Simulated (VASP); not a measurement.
# Ti5O in VASP: further runs

Ti5O is run at these levels: PBE; tasks: single point, relaxation of the atoms.

All numbers are computed with VASP 6.6.1; they aren't measurements. Logs are shortened: lines on timing, memory, paths and dates and some standing lists are left out, and cuts for length are marked.

## Step 1: The cell of the first run

The cell holds a slab with vacuum, 6 atoms: a = 2.938 Å, b = 2.938 Å, c = 24.712 Å, α = 90.00°, β = 90.00°, γ = 120.00°.

## Step 2: Single point, PBE

Input file INCAR:

```
ALGO     = Normal         # electronic algorithm
DIPOL    = 0.5 0.5 0.387
EDIFF    = 1E-7           # SCF threshold, eV
ENCUT    = 520            # plane-wave cutoff, eV
GGA      = PE             # functional
IDIPOL   = 3            
ISIF     = 2              # what is computed and relaxed
ISMEAR   = 0              # smearing method
LASPH    = T              # aspherical terms in the spheres
LCHARG   = T              # write CHGCAR
LDIPOL   = T            
LELF     = T              # ELF
LREAL    = F              # projectors in reciprocal space
LVACPOTAV= T            
LVHAR    = T            
LWAVE    = F              # write WAVECAR
NBANDS   = 42             # bands
NELM     = 80             # most SCF steps
PREC     = Accurate       # precision mode
SIGMA    = 0.1            # smearing width, eV
```

Input file KPOINTS:

```
k-points
0
Gamma
  9 9 1
```

Input file POSCAR:

```
Ti5O
1.0
    2.9381632086      0.0000000000      0.0000000000
   -1.4690816043      2.5445239791      0.0000000000
    0.0000000000      0.0000000000     24.7117068140
Ti O
5 1
Direct
    0.6666666667      0.3333333333      0.1618666015
    0.3333333333      0.6666666667      0.2559609806
    0.6666666667      0.3333333333      0.3506708119
    0.3333333333      0.6666666667      0.4475655916
    0.6666666667      0.3333333333      0.5346335206
    1.0000000000      1.0000000000      0.5714195519
```

Potentials or basis: VASP PAW PBE potentials, release 64 (Ti_sv, O).

Run with:

```bash
cat potpaw_PBE.64/Ti_sv/POTCAR potpaw_PBE.64/O/POTCAR > POTCAR
mpirun -np 1 vasp_std > vasp.out
```

OUTCAR:

```text
EDIFF = 1E-7
   ENCUT = 520
   GGA = PE
   ISIF = 2
   ISMEAR = 0
   LASPH = T
   LREAL = F
   NELM = 80
   PREC = Accurate

 ion  position               nearest neighbor table
   1  0.667  0.333  0.162-   2 2.88   2 2.88   2 2.88
   2  0.333  0.667  0.256-   1 2.88   1 2.88   1 2.88   3 2.89   3 2.89   3 2.89
   3  0.667  0.333  0.351-   2 2.89   2 2.89   2 2.89
   4  0.333  0.667  0.448-   5 2.74   5 2.74   5 2.74
   5  0.667  0.333  0.535-   6 1.92   6 1.92   6 1.92   4 2.74   4 2.74   4 2.74
   6  0.000  0.000  0.571-   5 1.92   5 1.92   5 1.92

  LATTYP: Found a hexagonal cell.
 ALAT       =     2.9381632086
 C/A-ratio  =     8.4105970498

  Lattice vectors:

 A1 = (   2.9381632086,   0.0000000000,   0.0000000000)
 A2 = (  -1.4690816043,   2.5445239791,   0.0000000000)
 A3 = (   0.0000000000,   0.0000000000,  24.7117068140)

Analysis of symmetry for initial positions (statically):
=====================================================================
 Subroutine PRICEL returns:
 Original cell was already a primitive cell.

 Routine SETGRP: Setting up the symmetry group for a
 hexagonal supercell.

 Subroutine GETGRP returns: Found  6 space group operations
 (whereof  6 operations were pure point group operations)
 out of a pool of 24 trial point group operations.

The static configuration has the point symmetry C_3v.

Analysis of symmetry for dynamics (positions and initial velocities):
=====================================================================
 Subroutine PRICEL returns:
 Original cell was already a primitive cell.

 Routine SETGRP: Setting up the symmetry group for a
 hexagonal supercell.

 Subroutine GETGRP returns: Found  6 space group operations
 (whereof  6 operations were pure point group operations)
 out of a pool of 24 trial point group operations.

The dynamic configuration has the point symmetry C_3v.

 Subroutine INISYM returns: Found  6 space group operations
 (whereof  6 operations are pure point group operations),
 and found     1 'primitive' translations

----------------------------------------------------------------------------------------

                                     Primitive cell

  volume of cell :     184.7503

  direct lattice vectors                    reciprocal lattice vectors
     2.938163209  0.000000000  0.000000000     0.340348690  0.196500408  0.000000000
    -1.469081604  2.544523979  0.000000000     0.000000000  0.393000816  0.000000000
     0.000000000  0.000000000 24.711706814     0.000000000  0.000000000  0.040466650

  length of vectors
     2.938163209  2.938163209 24.711706814     0.393000816  0.393000816  0.040466650

  position of ions in fractional coordinates (direct lattice)
     0.666666667  0.333333333  0.161866602
     0.333333333  0.666666667  0.255960981
     0.666666667  0.333333333  0.350670812
     0.333333333  0.666666667  0.447565592
     0.666666667  0.333333333  0.534633521
     0.000000000  0.000000000  0.571419552

  ion indices of the primitive-cell ions
   primitive index   ion index
                 1           1
                 2           2
                 3           3
                 4           4
                 5           5
                 6           6

----------------------------------------------------------------------------------------

 KPOINTS: k-points

Automatic generation of k-mesh.
 Grid dimensions read from file:
 generate k-points for:    9    9    1

 Generating k-lattice:

  Cartesian coordinates                     Fractional coordinates (reciprocal lattice)
     0.037816521  0.021833379  0.000000000     0.111111111  0.000000000  0.000000000
     0.000000000  0.043666757  0.000000000     0.000000000  0.111111111  0.000000000
     0.000000000  0.000000000  0.040466650     0.000000000  0.000000000  1.000000000

  Length of vectors
     0.043666757  0.043666757  0.040466650

  Shift w.r.t. Gamma in fractional coordinates (k-lattice)
     0.000000000  0.000000000  0.000000000

 Subroutine IBZKPT returns following result:
 ===========================================

 Found     12 irreducible k-points:

 Following reciprocal coordinates:
            Coordinates               Weight
  0.000000  0.000000  0.000000      1.000000
  0.111111 -0.000000  0.000000      6.000000
  0.222222 -0.000000  0.000000      6.000000
  0.333333 -0.000000  0.000000      6.000000
  0.444444 -0.000000  0.000000      6.000000
  0.111111  0.111111  0.000000      6.000000
  0.222222  0.111111  0.000000     12.000000
  0.333333  0.111111  0.000000     12.000000
  0.444444  0.111111  0.000000      6.000000
  0.222222  0.222222  0.000000      6.000000
  0.333333  0.222222  0.000000     12.000000
  0.333333  0.333333  0.000000      2.000000
   k-points           NKPTS =     12   k-points in BZ     NKDIM =     12   number of bands    NBANDS=     42
   number of dos      NEDOS =    301   number of ions     NIONS =      6
   total plane-waves  NPLWV = 110592
   dimension x,y,z NGX =    24 NGY =   24 NGZ =  192
   dimension x,y,z NGXF=    48 NGYF=   48 NGZF=  384
   ions per type =               5   1
   NGX,Y,Z   is equivalent  to a cutoff of  13.58, 13.58, 12.92 a.u.
   NGXF,Y,Z  is equivalent  to a cutoff of  27.16, 27.16, 25.83 a.u.
 SYSTEM =  unknown system
   PREC   = accura    normal or accurate (medium, high low for compatibility)
   ISTART =      0    job   : 0-new  1-cont  2-samecut
   ICHARG =      2    charge: 1-file 2-atom 10-const
   ISPIN  =      1    spin polarized calculation?
   LNONCOLLINEAR =      F non collinear calculations
   LSORBIT =      F    spin-orbit coupling
   LASPH  =      T    aspherical Exc in radial PAW
   ENCUT  =  520.0 eV  38.22 Ry    6.18 a.u.   5.46  5.46 45.95*2*pi/ulx,y,z
   NELM   =     80;   NELMIN=  2; NELMDL= -5     # of ELM steps
   EDIFF  = 0.1E-06   stopping-criterion for ELM
   LREAL  =      F    real-space projection
   EDIFFG = 0.1E-05   stopping-criterion for IOM
   NSW    =      0    number of steps for IOM
   IBRION =     -1    ionic relax: 0-MD 1-quasi-New 2-CG
   NFREE  =      0    steps in history (QN), initial steepest desc. (CG)
   ISIF   =      2    stress and relaxation
   ISYM   =      2    0-nonsym 1-usesym 2-fastsym
   POTIM  = 0.5000    time-step for ionic-motion
   TEBEG  =    0.0;   TEEND  =   0.0 temperature during run
   PSTRESS=    0.0 pullay stress
   NELECT =      66.0000    total number of electrons
   NUPDOWN=      -1.0000    fix difference up-down
   EMIN   =  10.00;   EMAX   =-10.00  energy-range for DOS
   EFERMI =   0.00;   METHOD = LEGACY
   ISMEAR =     0;   SIGMA  =   0.10  broadening in eV -4-tet -1-fermi 0-gaus
   EFERMI_NEDOS =   21; number of points for ismear=-14 and -15
   IALGO  =     38    algorithm
   IMIX   =      4    mixing-type and parameters
     AMIX     =   0.40;   BMIX     =  1.00
     AMIX_MAG =   1.60;   BMIX_MAG =  1.00
  volume/ion in A,a.u.               =      30.79       207.79
  Fermi-wavevector in a.u.,A,eV,Ry     =   1.161612  2.195128 18.358917  1.349342
  Thomas-Fermi vector in A             =   2.298182
   LORBIT       =      0    0 simple, 1 ext, 2 COOP (PROOUT), +10 PAW based schemes
   GGA     = PE    functional components
   LHFCALC =     F    Hartree Fock is set to
   AEXX    =    0.0000 exact exchange contribution
   IVDW    =     0    specifies the selected vdW correction
   LEPSILON=     F    determine dielectric tensor
   LRPA    =     F    only Hartree local field effects (RPA)
 non-spin polarized calculation
 Gauss-broadening in eV      SIGMA  =   0.10
  energy-cutoff  :      520.00
  volume of cell :      184.75
 maximum number of plane-waves:      5059
 NGX is ok and might be reduce to    24
   NGX = 11   NGY = 11   NGZ = 91

 dipolmoment           0.000000      0.000000     -0.018419 electrons x Angstroem

 number of electron      65.9999989 magnetization

 dipolmoment           0.000000      0.000000      0.053313 electrons x Angstroem

 Free energy of the ion-electron system (eV)
  ---------------------------------------------------
  ext. energy  EPLUGINS =         0.00000000
  ---------------------------------------------------
  free energy    TOTEN  =       -47.27162076 eV

  energy without entropy =      -47.21929093  energy(sigma->0) =      -47.24545585

 E-fermi :   1.5988     XC(G=0):  -6.4043

 val. band max:        1.5902778174   @ k =   0.3333  -0.0000   0.0000
 cond. band min:       1.6171848995   @ k =   0.3333   0.1111   0.0000
 fundamental gap:      0.0269070821
 Fermi energy:         1.5988075133

 k-point     1 :       0.0000    0.0000    0.0000
  band No.  band energies     occupation
      1     -55.5547      2.00000
      2     -55.3767      2.00000
      3     -55.2146      2.00000
      4     -55.1414      2.00000
      5     -54.9444      2.00000
      6     -31.9245      2.00000
[... 34 lines left out ...]
     41       2.6854      0.00000
     42       3.4005      0.00000

 k-point     2 :       0.1111   -0.0000    0.0000
  band No.  band energies     occupation
      1     -55.5441      2.00000
      2     -55.3679      2.00000
      3     -55.2049      2.00000
      4     -55.1350      2.00000
      5     -54.9370      2.00000
      6     -31.9041      2.00000
[... 34 lines left out ...]
     41       2.8540      0.00000
     42       3.0837      0.00000

 k-point     3 :       0.2222   -0.0000    0.0000
  band No.  band energies     occupation
      1     -55.5173      2.00000
      2     -55.3456      2.00000
      3     -55.1798      2.00000
      4     -55.1189      2.00000
      5     -54.9181      2.00000
      6     -31.9007      2.00000
[... 34 lines left out ...]
     41       3.0412      0.00000
     42       3.2624      0.00000

 k-point     4 :       0.3333   -0.0000    0.0000
  band No.  band energies     occupation
      1     -55.4865      2.00000
      2     -55.3202      2.00000
      3     -55.1499      2.00000
      4     -55.1017      2.00000
      5     -54.8966      2.00000
      6     -32.1054      2.00000
[... 304 lines left out ...]
     41       3.5097      0.00000
     42       3.6157      0.00000

 k-point    11 :       0.3333    0.2222    0.0000
  band No.  band energies     occupation
      1     -55.4575      2.00000
      2     -55.2962      2.00000
      3     -55.1196      2.00000
      4     -55.0876      2.00000
      5     -54.8763      2.00000
      6     -32.1648      2.00000
[... 34 lines left out ...]
     41       3.6998      0.00000
     42       3.9696      0.00000

 k-point    12 :       0.3333    0.3333    0.0000
  band No.  band energies     occupation
      1     -55.4521      2.00000
      2     -55.2918      2.00000
      3     -55.1135      2.00000
      4     -55.0855      2.00000
      5     -54.8725      2.00000
      6     -32.1167      2.00000
[... 34 lines left out ...]
     41       3.9295      0.00000
     42       3.9734      0.00000

------------------------ aborting loop because EDIFF is reached ----------------------------------------

  FORCE on cell =-STRESS in cart. coord.  units (eV):
  Direction    XX          YY          ZZ          XY          YZ          ZX
  --------------------------------------------------------------------------------------
  -------------------------------------------------------------------------------------
  Total        1.4354853      1.4354853      2.3896180      0.0000000      0.0000000      0.0000000
  in kB       12.4487037     12.4487037     20.7230582      0.0000000      0.0000000      0.0000000
  external PRESSURE =      15.2068219 kB  Pullay stress =       0.0000000 kB

 VOLUME and BASIS-vectors are now :
 -----------------------------------------------------------------------------
  energy-cutoff  :      520.00
  volume of cell :      184.75
      direct lattice vectors                 reciprocal lattice vectors
     2.938163209  0.000000000  0.000000000     0.340348690  0.196500408  0.000000000
    -1.469081604  2.544523979  0.000000000     0.000000000  0.393000816  0.000000000
     0.000000000  0.000000000 24.711706814     0.000000000  0.000000000  0.040466650

 POSITION                                       TOTAL-FORCE (eV/Angst)
 -----------------------------------------------------------------------------------
      1.46908      0.84817      4.00000        -0.000000      0.000000      0.553174
     -0.00000      1.69635      6.32523         0.000000     -0.000000     -0.504347
      1.46908      0.84817      8.66567         0.000000      0.000000      0.078699
     -0.00000      1.69635     11.06011        -0.000000     -0.000000     -2.022681
      1.46908      0.84817     13.21171        -0.000000      0.000000      1.821840
      0.00000      0.00000     14.12075         0.000000      0.000000      0.073314
 -----------------------------------------------------------------------------------
    total drift:                                0.000000      0.000000     -0.000152

  FREE ENERGIE OF THE ION-ELECTRON SYSTEM (eV)
  ---------------------------------------------------
  free  energy   TOTEN  =       -47.2716207642 eV

  energy  without entropy=      -47.2192909283  energy(sigma->0) =      -47.24545585

 vacuum level on the upper side and lower side of the slab         7.305         6.013
```

It took 8.6 min on 1 thread of Intel Xeon 8259CL, shared host; peak memory 0.36 GiB.

Results:

* Free energy: -47.2716 eV
* Largest force: 2.023 eV/Å
* Band gap on the k mesh: zero (bands 33 and 34 overlap by 1.00 eV)

Forces in eV/Å, atoms in the order of the input:
```
Ti   0.000  0.000  0.553
Ti   0.000  0.000 -0.504
Ti   0.000  0.000  0.079
Ti   0.000  0.000 -2.023
Ti   0.000  0.000  1.822
O    0.000  0.000  0.073
```

(Continued in part 2 of 2.)
